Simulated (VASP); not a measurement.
# HfN (P6_3/mmc) in VASP: further runs

Runs on HfN. Level: LDA. Tasks: single point.

All numbers are computed with VASP 6.6.1; they aren't measurements. Logs are shortened: lines on timing, memory, paths and dates and some standing lists are left out, and cuts for length are marked.

**1. The cell of the first run**

The structure is hexagonal, space group P6_3/mmc (No. 194). Conventional cell: a = 3.026 Å, b = 3.026 Å, c = 5.230 Å, α = 90.00°, β = 90.00°, γ = 120.00°. Within 2.9 Å of Hf (site symmetry -6m2) lie 6 N at 2.18 Å. N (site symmetry -3m) has 6 Hf at 2.18 Å and 2 N at 2.61 Å within 2.9 Å.

**2. Single point, LDA**

The input, INCAR:

```
SYSTEM = HfN
ALGO = Normal
EDIFF = 1E-6
ENCUT = 520
ISIF = 2
ISMEAR = 1
LASPH = .True.
LCHARG = .False.
LREAL = .False.
LWAVE = .False.
NBANDS = 23
NELM = 60
PREC = Accurate
SIGMA = 0.1
```

The input, KPOINTS:

```
k-points
0
Gamma
  8 8 4
  0 0 0
```

The input, POSCAR:

```
HfN
1.0
    3.0257549256      0.0000000000      0.0000000000
   -1.5128774628      2.6203806327      0.0000000000
    0.0000000000      0.0000000000      5.2298317325
Hf N
2 2
Direct
    0.6666666667      0.3333333333      0.7500000000
    0.3333333333      0.6666666667      0.2500000000
    0.0000000000      0.0000000000      0.0000000000
    0.0000000000      0.0000000000      0.5000000000
```

Potentials or basis: VASP PAW LDA potentials, release 64 (Hf_pv, N).

Run with:

```console
cat potpaw_LDA.64/Hf_pv/POTCAR potpaw_LDA.64/N/POTCAR > POTCAR
mpirun -np 1 vasp_std > vasp.out
```

OUTCAR:

```text
SYSTEM = HfN
   EDIFF = 1E-6
   ENCUT = 520
   ISIF = 2
   ISMEAR = 1
   LASPH = .True.
   LREAL = .False.
   NELM = 60
   PREC = Accurate

 ion  position               nearest neighbor table
   1  0.667  0.333  0.750-   3 2.18   4 2.18   3 2.18   4 2.18   3 2.18   4 2.18   2 3.14   2 3.14
                             2 3.14   2 3.14   2 3.14   2 3.14
   2  0.333  0.667  0.250-   3 2.18   4 2.18   3 2.18   4 2.18   3 2.18   4 2.18   1 3.14   1 3.14
                             1 3.14   1 3.14   1 3.14   1 3.14
   3  0.000  0.000  0.000-   1 2.18   2 2.18   1 2.18   2 2.18   1 2.18   2 2.18
   4  0.000  0.000  0.500-   1 2.18   2 2.18   1 2.18   2 2.18   1 2.18   2 2.18

  LATTYP: Found a hexagonal cell.
 ALAT       =     3.0257549256
 C/A-ratio  =     1.7284386413

  Lattice vectors:

 A1 = (   3.0257549256,   0.0000000000,   0.0000000000)
 A2 = (  -1.5128774628,   2.6203806327,   0.0000000000)
 A3 = (   0.0000000000,   0.0000000000,   5.2298317325)

Analysis of symmetry for initial positions (statically):
=====================================================================
 Subroutine PRICEL returns:
 Original cell was already a primitive cell.

 Routine SETGRP: Setting up the symmetry group for a
 hexagonal supercell.

 Subroutine GETGRP returns: Found 24 space group operations
 (whereof 12 operations were pure point group operations)
 out of a pool of 24 trial point group operations.

The static configuration has the point symmetry D_3d.
 The point group associated with its full space group is D_6h.

Analysis of symmetry for dynamics (positions and initial velocities):
=====================================================================
 Subroutine PRICEL returns:
 Original cell was already a primitive cell.

 Routine SETGRP: Setting up the symmetry group for a
 hexagonal supercell.

 Subroutine GETGRP returns: Found 24 space group operations
 (whereof 12 operations were pure point group operations)
 out of a pool of 24 trial point group operations.

The dynamic configuration has the point symmetry D_3d.
 The point group associated with its full space group is D_6h.

 Subroutine INISYM returns: Found 24 space group operations
 (whereof 12 operations are pure point group operations),
 and found     1 'primitive' translations

----------------------------------------------------------------------------------------

                                     Primitive cell

  volume of cell :      41.4654

  direct lattice vectors                    reciprocal lattice vectors
[... 88 lines left out ...]
   LASPH  =      T    aspherical Exc in radial PAW
   ENCUT  =  520.0 eV  38.22 Ry    6.18 a.u.   5.63  5.63  9.72*2*pi/ulx,y,z
   NELM   =     60;   NELMIN=  2; NELMDL= -5     # of ELM steps
   EDIFF  = 0.1E-05   stopping-criterion for ELM
   LREAL  =      F    real-space projection
   EDIFFG = 0.1E-04   stopping-criterion for IOM
   NSW    =      0    number of steps for IOM
   IBRION =     -1    ionic relax: 0-MD 1-quasi-New 2-CG
   NFREE  =      0    steps in history (QN), initial steepest desc. (CG)
   ISIF   =      2    stress and relaxation
   ISYM   =      2    0-nonsym 1-usesym 2-fastsym
   POTIM  = 0.5000    time-step for ionic-motion
   TEBEG  =    0.0;   TEEND  =   0.0 temperature during run
   PSTRESS=    0.0 pullay stress
   NELECT =      30.0000    total number of electrons
   NUPDOWN=      -1.0000    fix difference up-down
   EMIN   =  10.00;   EMAX   =-10.00  energy-range for DOS
   EFERMI =   0.00;   METHOD = LEGACY
   ISMEAR =     1;   SIGMA  =   0.10  broadening in eV -4-tet -1-fermi 0-gaus
   EFERMI_NEDOS =   21; number of points for ismear=-14 and -15
   IALGO  =     38    algorithm
   IMIX   =      4    mixing-type and parameters
     AMIX     =   0.40;   BMIX     =  1.00
     AMIX_MAG =   1.60;   BMIX_MAG =  1.00
  volume/ion in A,a.u.               =      10.37        69.96
  Fermi-wavevector in a.u.,A,eV,Ry     =   1.469670  2.777274 29.387649  2.159931
  Thomas-Fermi vector in A             =   2.585020
   LORBIT       =      0    0 simple, 1 ext, 2 COOP (PROOUT), +10 PAW based schemes
   GGA     = CA    functional components
   LHFCALC =     F    Hartree Fock is set to
   AEXX    =    0.0000 exact exchange contribution
   IVDW    =     0    specifies the selected vdW correction
   LEPSILON=     F    determine dielectric tensor
   LRPA    =     F    only Hartree local field effects (RPA)
 non-spin polarized calculation
 Methfessel and Paxton  Order N= 1 SIGMA  =   0.10
  energy-cutoff  :      520.00
  volume of cell :       41.47
 maximum number of plane-waves:      1136
 NGX is ok and might be reduce to    24
   NGX = 11   NGY = 11   NGZ = 19

 number of electron      29.9999997 magnetization

 Free energy of the ion-electron system (eV)
  ---------------------------------------------------
  ext. energy  EPLUGINS =         0.00000000
  ---------------------------------------------------
  free energy    TOTEN  =       -47.35132579 eV

  energy without entropy =      -47.34703861  energy(sigma->0) =      -47.34989673

 E-fermi :   8.5879     XC(G=0): -13.5400

 val. band max:        8.5776724402   @ k =   0.2500   0.2500   0.5000
 cond. band min:       8.6143966747   @ k =   0.5000   0.0000   0.5000
 fundamental gap:      0.0367242345
 Fermi energy:         8.5879159002

 k-point     1 :       0.0000    0.0000    0.0000
  band No.  band energies     occupation
      1     -22.7856      2.00000
      2     -21.4800      2.00000
      3     -21.3801      2.00000
      4     -21.3801      2.00000
      5     -21.2956      2.00000
      6     -21.2956      2.00000
[... 613 lines left out ...]
     22      15.1300      0.00000
     23      16.9743      0.00000

 [... further k-points ...]
[... 5 lines left out ...]
  --------------------------------------------------------------------------------------
  -------------------------------------------------------------------------------------
  Total        6.1847678      6.1847678      6.5541835     -0.0000000      0.0000000      0.0000000
  in kB      238.9726148    238.9726150    253.2464325     -0.0000000      0.0000000      0.0000000
  external PRESSURE =     243.7305541 kB  Pullay stress =       0.0000000 kB

 VOLUME and BASIS-vectors are now :
 -----------------------------------------------------------------------------
  energy-cutoff  :      520.00
  volume of cell :       41.47
      direct lattice vectors                 reciprocal lattice vectors
     3.025754926  0.000000000  0.000000000     0.330496033  0.190811974  0.000000000
    -1.512877463  2.620380633  0.000000000     0.000000000  0.381623947  0.000000000
     0.000000000  0.000000000  5.229831733     0.000000000  0.000000000  0.191210741

 POSITION                                       TOTAL-FORCE (eV/Angst)
 -----------------------------------------------------------------------------------
      1.51288      0.87346      3.92237         0.000000      0.000000      0.000000
     -0.00000      1.74692      1.30746        -0.000000     -0.000000      0.000000
      0.00000      0.00000      0.00000        -0.000000      0.000000      0.000000
      0.00000      0.00000      2.61492        -0.000000      0.000000      0.000000
 -----------------------------------------------------------------------------------
    total drift:                                0.000000     -0.000000      0.000000

  FREE ENERGIE OF THE ION-ELECTRON SYSTEM (eV)
  ---------------------------------------------------
  free  energy   TOTEN  =       -47.3513257879 eV

  energy  without entropy=      -47.3470386127  energy(sigma->0) =      -47.34989673
```

stdout:

```text
POSCAR found type information on POSCAR HfN
 POSCAR found :  2 types and       4 ions
 scaLAPACK will be used
 LDA part: xc-table for (Slater(with rela. corr.)+CA(PZ))
 , standard interpolation
 POSCAR, INCAR and KPOINTS ok, starting setup
 FFT: planning ... GRIDC
 FFT: planning ... GRID_SOFT
 FFT: planning ... GRID
 WAVECAR not read
 entering main loop
```

It took 45 s on 1 thread of AMD EPYC 7R13, shared host; peak memory 0.13 GiB.

Results:

- Free energy: -47.3513 eV
- Pressure: 24.4 GPa
- Band gap on the k mesh: zero (band 15 reaches 10.87 eV, above the bottom of band 16 at 8.25 eV)

Stress tensor (GPa, compression positive):
```
23.90  0.00  0.00
 0.00 23.90  0.00
 0.00  0.00 25.32
```

Levels at points of the mesh, in eV from the Fermi level:
```csv
k point,band 13,band 14,band 15,band 16,band 17,band 18
"(0.00, 0.00, 0.00)",-3.70,-1.53,-0.63,0.86,0.86,2.07
"(0.50, 0.00, 0.00)",-3.10,-2.89,-2.26,3.03,3.37,5.18
"(0.00, 0.00, 0.50)",-4.60,-4.60,2.28,2.28,3.39,3.39
"(0.50, 0.00, 0.50)",-4.60,-4.60,0.03,0.03,5.55,5.55
```

Caveat: spin-orbit coupling is left out, which moves the levels of the heavy elements.

**3. Single point, LDA**

This run uses another cell than the first one, of 10.65 Å³/atom, 1.028 times its volume.

The input, INCAR:

```
PREC = Accurate
ENCUT = 520
EDIFF = 1E-7
ISMEAR = 1
SIGMA = 0.1
LREAL = F
LASPH = T
NELM = 60
ALGO = Normal
ISIF = 2
LWAVE = F
LCHARG = F
GGA = CA
NBANDS = 23
```

The input, KPOINTS:

```
regular mesh
0
Gamma
  8 8 4
```

The input, POSCAR:

```
HfN
1.0
    3.0535156958      0.0000000000      0.0000000000
   -1.5267578479      2.6444221649      0.0000000000
    0.0000000000      0.0000000000      5.2778145204
Hf N
2 2
Direct
    0.6666666667      0.3333333333      0.7500000000
    0.3333333333      0.6666666667      0.2500000000
    0.0000000000      0.0000000000      0.0000000000
    0.0000000000      0.0000000000      0.5000000000
```

Potentials or basis: VASP PAW LDA potentials, release 64 (Hf_pv, N).

Run with:

```console
cat potpaw_LDA.64/Hf_pv/POTCAR potpaw_LDA.64/N/POTCAR > POTCAR
mpirun -np 1 vasp_std > vasp.out
```

Wall time 51 s (1 thread of AMD EPYC 7R13, shared host); peak memory 0.13 GiB.

Results (log left out):

- Free energy: -47.4894 eV
- Pressure: 14.1 GPa
- Band gap on the k mesh: zero (band 15 reaches 10.53 eV, above the bottom of band 16 at 8.00 eV)

Stress tensor (GPa, compression positive):
```
13.72  0.00  0.00
 0.00 13.72  0.00
 0.00  0.00 14.71
```

Levels at points of the mesh, in eV from the Fermi level:
| k point | band 11 | band 12 | band 13 | band 14 | band 15 | band 16 | band 17 | band 18 | band 19 | band 20 |
| --- | --- | --- | --- | --- | --- | --- | --- | --- | --- | --- |
| (0.00, 0.00, 0.00) | -4.85 | -3.62 | -3.62 | -1.52 | -0.59 | 0.86 | 0.86 | 1.88 | 2.09 | 2.09 |
| (0.50, 0.00, 0.00) | -5.71 | -5.68 | -3.09 | -2.82 | -2.26 | 2.92 | 3.26 | 5.02 | 5.23 | 6.31 |
| (0.00, 0.00, 0.50) | -4.49 | -4.49 | -4.49 | -4.49 | 2.21 | 2.21 | 3.29 | 3.29 | 3.29 | 3.29 |
| (0.50, 0.00, 0.50) | -5.64 | -5.64 | -4.51 | -4.51 | 0.00 | 0.00 | 5.37 | 5.37 | 5.40 | 5.40 |

Caveat: spin-orbit coupling is left out, which moves the levels of the heavy elements.

**4. Single point, LDA**

This run uses another cell than the first one, of 10.94 Å³/atom, 1.056 times its volume.

The input, INCAR:

```
PREC = Accurate
ENCUT = 520
EDIFF = 1E-6
ISMEAR = 1
SIGMA = 0.1
LREAL = False
LASPH = True
NELM = 80
ALGO = Normal
ISIF = 2
LWAVE = False
LCHARG = True
GGA = CA
LELF = True
LVHAR = True
NBANDS = 23
```

KPOINTS is that of step 3.

The input, POSCAR:

```
HfN
1.0
    3.0807806715      0.0000000000      0.0000000000
   -1.5403903357      2.6680343265      0.0000000000
    0.0000000000      0.0000000000      5.3249403579
Hf N
2 2
Direct
    0.6666666667      0.3333333333      0.7500000000
    0.3333333333      0.6666666667      0.2500000000
    0.0000000000      0.0000000000      0.0000000000
    0.0000000000      0.0000000000      0.5000000000
```

Potentials or basis: VASP PAW LDA potentials, release 64 (Hf_pv, N).

Run with:

```console
cat potpaw_LDA.64/Hf_pv/POTCAR potpaw_LDA.64/N/POTCAR > POTCAR
mpirun -np 1 vasp_std > vasp.out
```

OUTCAR:

```text
PREC = Accurate
   ENCUT = 520
   EDIFF = 1E-6
   ISMEAR = 1
   LREAL = False
   LASPH = True
   NELM = 80
   ISIF = 2
   GGA = CA

 ion  position               nearest neighbor table
   1  0.667  0.333  0.750-   3 2.22   4 2.22   3 2.22   4 2.22   3 2.22   4 2.22   2 3.20   2 3.20
                             2 3.20   2 3.20   2 3.20   2 3.20
   2  0.333  0.667  0.250-   3 2.22   4 2.22   3 2.22   4 2.22   3 2.22   4 2.22   1 3.20   1 3.20
                             1 3.20   1 3.20   1 3.20   1 3.20
   3  0.000  0.000  0.000-   1 2.22   2 2.22   1 2.22   2 2.22   1 2.22   2 2.22
   4  0.000  0.000  0.500-   1 2.22   2 2.22   1 2.22   2 2.22   1 2.22   2 2.22

  LATTYP: Found a hexagonal cell.
 ALAT       =     3.0807806715
 C/A-ratio  =     1.7284386413

  Lattice vectors:

 A1 = (   3.0807806715,   0.0000000000,   0.0000000000)
 A2 = (  -1.5403903357,   2.6680343265,   0.0000000000)
 A3 = (   0.0000000000,   0.0000000000,   5.3249403579)

Analysis of symmetry for initial positions (statically):
=====================================================================
 Subroutine PRICEL returns:
 Original cell was already a primitive cell.

 Routine SETGRP: Setting up the symmetry group for a
 hexagonal supercell.

 Subroutine GETGRP returns: Found 24 space group operations
 (whereof 12 operations were pure point group operations)
 out of a pool of 24 trial point group operations.

The static configuration has the point symmetry D_3d.
 The point group associated with its full space group is D_6h.

Analysis of symmetry for dynamics (positions and initial velocities):
=====================================================================
 Subroutine PRICEL returns:
 Original cell was already a primitive cell.

 Routine SETGRP: Setting up the symmetry group for a
 hexagonal supercell.

 Subroutine GETGRP returns: Found 24 space group operations
[... 121 lines left out ...]
   EMIN   =  10.00;   EMAX   =-10.00  energy-range for DOS
   EFERMI =   0.00;   METHOD = LEGACY
   ISMEAR =     1;   SIGMA  =   0.10  broadening in eV -4-tet -1-fermi 0-gaus
   EFERMI_NEDOS =   21; number of points for ismear=-14 and -15
   IALGO  =     38    algorithm
   IMIX   =      4    mixing-type and parameters
     AMIX     =   0.40;   BMIX     =  1.00
     AMIX_MAG =   1.60;   BMIX_MAG =  1.00
  volume/ion in A,a.u.               =      10.94        73.84
  Fermi-wavevector in a.u.,A,eV,Ry     =   1.443421  2.727670 28.347240  2.083463
  Thomas-Fermi vector in A             =   2.561830
   LORBIT       =      0    0 simple, 1 ext, 2 COOP (PROOUT), +10 PAW based schemes
   GGA     = CA    functional components
   LHFCALC =     F    Hartree Fock is set to
   AEXX    =    0.0000 exact exchange contribution
   IVDW    =     0    specifies the selected vdW correction
   LEPSILON=     F    determine dielectric tensor
   LRPA    =     F    only Hartree local field effects (RPA)
 non-spin polarized calculation
 Methfessel and Paxton  Order N= 1 SIGMA  =   0.10
  energy-cutoff  :      520.00
  volume of cell :       43.77
 maximum number of plane-waves:      1188
 NGX is ok and might be reduce to    24
   NGX = 11   NGY = 11   NGZ = 19

 number of electron      30.0000001 magnetization

 Free energy of the ion-electron system (eV)
  ---------------------------------------------------
  ext. energy  EPLUGINS =         0.00000000
  ---------------------------------------------------
  free energy    TOTEN  =       -47.55813960 eV

  energy without entropy =      -47.55167594  energy(sigma->0) =      -47.55598505

 E-fermi :   8.0708     XC(G=0): -13.2562

 val. band max:        8.0528168137   @ k =   0.1250   0.0000   0.2500
 cond. band min:       8.0775804709   @ k =   0.3750   0.1250   0.5000
 fundamental gap:      0.0247636572
 Fermi energy:         8.0707679344

 k-point     1 :       0.0000    0.0000    0.0000
  band No.  band energies     occupation
      1     -23.2797      2.00000
      2     -22.2103      2.00000
      3     -22.1129      2.00000
      4     -22.1129      2.00000
      5     -22.0404      2.00000
      6     -22.0404      2.00000
[... 613 lines left out ...]
     22      14.1308      0.00000
     23      15.9088      0.00000

 [... further k-points ...]
[... 5 lines left out ...]
  --------------------------------------------------------------------------------------
  -------------------------------------------------------------------------------------
  Total        1.3245037      1.3245037      1.4856952      0.0000000     -0.0000000      0.0000000
  in kB       48.4838183     48.4838184     54.3842786      0.0000000     -0.0000000      0.0000000
  external PRESSURE =      50.4506384 kB  Pullay stress =       0.0000000 kB

 VOLUME and BASIS-vectors are now :
 -----------------------------------------------------------------------------
  energy-cutoff  :      520.00
  volume of cell :       43.77
      direct lattice vectors                 reciprocal lattice vectors
     3.080780671  0.000000000  0.000000000     0.324593052  0.187403886  0.000000000
    -1.540390336  2.668034326  0.000000000     0.000000000  0.374807771  0.000000000
     0.000000000  0.000000000  5.324940358     0.000000000  0.000000000  0.187795531

 POSITION                                       TOTAL-FORCE (eV/Angst)
 -----------------------------------------------------------------------------------
      1.54039      0.88934      3.99371        -0.000000      0.000000      0.000000
     -0.00000      1.77869      1.33124         0.000000     -0.000000      0.000000
      0.00000      0.00000      0.00000         0.000000      0.000000      0.000000
      0.00000      0.00000      2.66247         0.000000      0.000000      0.000000
 -----------------------------------------------------------------------------------
    total drift:                               -0.000000      0.000000     -0.000000

  FREE ENERGIE OF THE ION-ELECTRON SYSTEM (eV)
  ---------------------------------------------------
  free  energy   TOTEN  =       -47.5581395969 eV

  energy  without entropy=      -47.5516759431  energy(sigma->0) =      -47.55598505
```

OSZICAR:

```text
N       E                     dE             d eps       ncg     rms          rms(c)
DAV:   1     0.110762594190E+03    0.11076E+03   -0.16665E+04  1380   0.131E+03
DAV:   2    -0.478112942137E+02   -0.15857E+03   -0.14963E+03  1780   0.312E+02
DAV:   3    -0.536006443519E+02   -0.57894E+01   -0.57390E+01  1794   0.471E+01
DAV:   4    -0.536445840397E+02   -0.43940E-01   -0.43926E-01  1585   0.440E+00
DAV:   5    -0.536451257411E+02   -0.54170E-03   -0.54166E-03  1852   0.401E-01    0.836E+01
DAV:   6    -0.477846619003E+02    0.58605E+01   -0.26721E+01  1576   0.271E+01    0.632E+01
DAV:   7    -0.476229742998E+02    0.16169E+00   -0.20921E+00  1590   0.856E+00    0.220E+01
DAV:   8    -0.475641514867E+02    0.58823E-01   -0.21817E-01  1849   0.265E+00    0.325E+00
DAV:   9    -0.475585342799E+02    0.56172E-02   -0.24010E-02  1534   0.999E-01    0.277E+00
DAV:  10    -0.475583729288E+02    0.16135E-03   -0.49105E-03  1725   0.449E-01    0.103E+00
DAV:  11    -0.475581413660E+02    0.23156E-03   -0.11098E-03  1604   0.208E-01    0.147E-01
DAV:  12    -0.475581397353E+02    0.16306E-05   -0.60043E-05  1723   0.509E-02    0.733E-02
DAV:  13    -0.475581395969E+02    0.13841E-06   -0.15077E-06  1324   0.828E-03
   1 F= -.47558140E+02 E0= -.47555985E+02  d E =-.646365E-02
```

stdout:

```text
POSCAR found type information on POSCAR HfN
 POSCAR found :  2 types and       4 ions
 scaLAPACK will be used
 LDA part: xc-table for (Slater(with rela. corr.)+CA(PZ))
 , standard interpolation
 POSCAR, INCAR and KPOINTS ok, starting setup
 FFT: planning ... GRIDC
 FFT: planning ... GRID_SOFT
 FFT: planning ... GRID
 WAVECAR not read
 entering main loop
```

It took 41 s on 1 thread of AMD EPYC 7R13, shared host; peak memory 0.13 GiB.

Results:

| Quantity | Value |
| --- | --- |
| Free energy | -47.5581 eV |
| Pressure | 5.0 GPa |
| Band gap on the k mesh | zero (band 15 reaches 10.21 eV, above the bottom of band 16 at 7.76 eV) |

Caveat: spin-orbit coupling is left out, which moves the levels of the heavy elements.

**5. Overview**

```tsv
cell	gap on the mesh (eV)	pressure (GPa)
a = 3.026, b = 3.026, c = 5.230 Å, angles 90.0, 90.0, 120.0°, 4 atoms	none	24.4
a = 3.054, b = 3.054, c = 5.278 Å, angles 90.0, 90.0, 120.0°, 4 atoms	none	14.1
a = 3.081, b = 3.081, c = 5.325 Å, angles 90.0, 90.0, 120.0°, 4 atoms	none	5.0
```

Alike in all rows: task single point; level LDA; potentials or basis VASP PAW LDA potentials, release 64 (Hf_pv, N); no spin polarisation; k mesh 8 × 8 × 4; cutoff (eV) 520; smearing methfessel-paxton 0.1 eV.

Caveats: spin-orbit coupling is left out, which moves the levels of the heavy elements.

Total energies depend on the potentials used, so only differences within one code and one set of settings carry meaning.
